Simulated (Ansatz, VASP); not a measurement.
# Nb2Te2S: VASP beside Ansatz

File INCAR:

```
PREC     = Accurate       # precision mode
ENCUT    = 600            # plane-wave cutoff, eV
EDIFF    = 1E-7           # SCF threshold, eV
ISMEAR   = 0              # smearing method
SIGMA    = 0.1            # smearing width, eV
LREAL    = False          # projectors in reciprocal space
LASPH    = True           # aspherical terms in the spheres
NELM     = 100            # most SCF steps
ALGO     = Normal         # electronic algorithm
ISIF     = 3              # what is computed and relaxed
LWAVE    = False          # write WAVECAR
LCHARG   = False          # write CHGCAR
GGA      = PE             # functional
IBRION   = 2              # ionic algorithm
NSW      = 90             # ionic steps
EDIFFG   = -0.04          # ionic threshold
```

KPOINTS

```
regular mesh
0
Gamma
  4 4 4
```

POSCAR

```
Nb2Te2S
1.0
    2.7687738600     -4.1166844900      0.0000000000
    2.7687738600      4.1166844900      0.0000000000
    0.0000000000      0.0000000000      5.5944644800
Nb Te S
2 2 1
Direct
    0.7734916000      0.7734916000      0.0000000000
    0.2265084000      0.2265084000      0.0000000000
    0.0000000000      0.5000000000      0.0000000000
    0.5000000000      0.0000000000      0.0000000000
    0.0000000000      0.0000000000      0.5000000000
```

Input for Ansatz:

```yaml
crystal:
  lattice:
    - [2.76877386, -4.11668449, 0.0]
    - [2.76877386, 4.11668449, 0.0]
    - [0.0, 0.0, 5.59446448]
  atoms:
    - { symbol: Nb, position: [0.7734916, 0.7734916, 0.0] }
    - { symbol: Nb, position: [0.2265084, 0.2265084, 0.0] }
    - { symbol: Te, position: [0.0, 0.5, 0.0] }
    - { symbol: Te, position: [0.5, 0.0, 0.0] }
    - { symbol: S, position: [0.0, 0.0, 0.5] }
basis:
  ecutwfc: 420
kpoints:
  mp_grid: { grid: [4, 4, 4] }
hamiltonian:
  xc: pbe
scf:
  occupations: { method: gaussian, width: 0.1 }
  lower_state_search: "off"
output:
  forces: true
  stress: true
  eigenvalues: true
relax:
  adjacent_minimum: "off"
  f_tol: 0.04
  max_steps: 70
  cell: { stress_tol: 0.4 }
```

Alike in both runs: task relaxation of cell and atoms; functional PBE; k mesh 4 × 4 × 4; occupations gaussian, width 0.1 eV; no spin polarisation.

|  | VASP | Ansatz |
| --- | --- | --- |
| version | VASP 6.6.1 | Ansatz 0.2.0 |
| potentials or method | VASP PAW PBE potentials, release 64 (Nb_sv, Te, S), cutoff 600 eV | scalar-relativistic, plane waves, PAW |
| valence electrons in the cell | 44 | 64 |

VASP gave:

- gap on the k mesh at the Fermi level, each at its own relaxed structure (eV): none
- relaxed volume (Å³/atom): 30.23
- relaxed length of the cell vector where the two differ most in proportion (Å): 4.431

**Question.** Estimate Ansatz's values.

**Answer.** gap on the k mesh at the Fermi level, each at its own relaxed structure (eV): none; relaxed volume (Å³/atom): 30.25; relaxed length of the cell vector where the two differ most in proportion (Å): 4.435.

A gap of «none» marks a metal or a gap that the smearing closes. VASP's potentials hold 44 valence electrons a cell and Ansatz's 64, so a difference there can come from the potentials and not from the codes.

Neither program's run includes spin-orbit coupling. Noted on VASP's run: the volume moved by over 15 % at a fixed basis, so the end points are rough.
